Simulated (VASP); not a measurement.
Input of a VASP 6.6.1 run:

The input POSCAR:

```
K
1.0
    8.4903811700      0.0000000000      0.0000000000
    0.0000000000      8.4903811700      0.0000000000
    0.0000000000      0.0000000000      8.4903811700
K
8
Direct
    0.0000000000      0.0000000000      0.0000000000
    0.5000000000      0.2500000000      0.0000000000
    0.5000000000      0.7500000000      0.0000000000
    0.0000000000      0.5000000000      0.2500000000
    0.2500000000      0.0000000000      0.5000000000
    0.7500000000      0.0000000000      0.5000000000
    0.5000000000      0.5000000000      0.5000000000
    0.0000000000      0.5000000000      0.7500000000
```

Contents of INCAR.step1:

```
SYSTEM = K
PREC     = Accurate       ! precision mode
ENCUT    = 550            ! plane-wave cutoff, eV
ISMEAR   = 0              ! smearing method
SIGMA    = 0.1            ! smearing width, eV
LREAL    = .False.        ! projectors in reciprocal space
LASPH    = .True.         ! aspherical terms in the spheres
NELM     = 120            ! most SCF steps
GGA      = PE             ! functional
ALGO     = Normal         ! electronic algorithm
EDIFF    = 1E-5           ! SCF threshold, eV
LWAVE    = .True.         ! write WAVECAR
LCHARG   = .False.        ! write CHGCAR
GGA_COMPAT= .False.      
IBRION   = 2              ! ionic algorithm
ISIF     = 3              ! what is computed and relaxed
EDIFFG   = -0.005         ! ionic threshold
NELMIN   = 4            
NSW      = 100            ! ionic steps
KPAR     = 4
```

File INCAR.step2:

```
SYSTEM = K
PREC     = Accurate       ! precision mode
ENCUT    = 550            ! plane-wave cutoff, eV
EDIFF    = 1E-7           ! SCF threshold, eV
ISMEAR   = 0              ! smearing method
SIGMA    = 0.1            ! smearing width, eV
LREAL    = .False.        ! projectors in reciprocal space
LASPH    = .True.         ! aspherical terms in the spheres
NELM     = 120            ! most SCF steps
ALGO     = Normal         ! electronic algorithm
ISIF     = 3              ! what is computed and relaxed
LWAVE    = .False.        ! write WAVECAR
LCHARG   = .False.        ! write CHGCAR
METAGGA  = R2SCAN         ! meta-GGA
LMIXTAU  = .True.       
IBRION   = 2              ! ionic algorithm
NSW      = 100            ! ionic steps
EDIFFG   = -0.01          ! ionic threshold
ISTART   = 1            
GGA_COMPAT= .False.      
NELMIN   = 4            
KPAR     = 4
```

The input KPOINTS:

```
regular mesh
0
Gamma
  4 4 4
  0 0 0
```

Potentials or basis: VASP PAW PBE potentials, release 64 (K_sv).

Command:

```sh
$ cat potpaw_PBE.64/K_sv/POTCAR > POTCAR
$ cp INCAR.step1 INCAR
$ mpirun -np 4 vasp_std > vasp.out
$ cp INCAR.step2 INCAR
$ mpirun -np 4 vasp_std > vasp.out
```

(1) What does it give for the band gap on the k mesh?

## Answers

(1) zero (band 36 reaches 0.38 eV, above the bottom of band 37 at -0.61 eV).

Caveat: the relaxation stopped at its first step, so nothing moved.
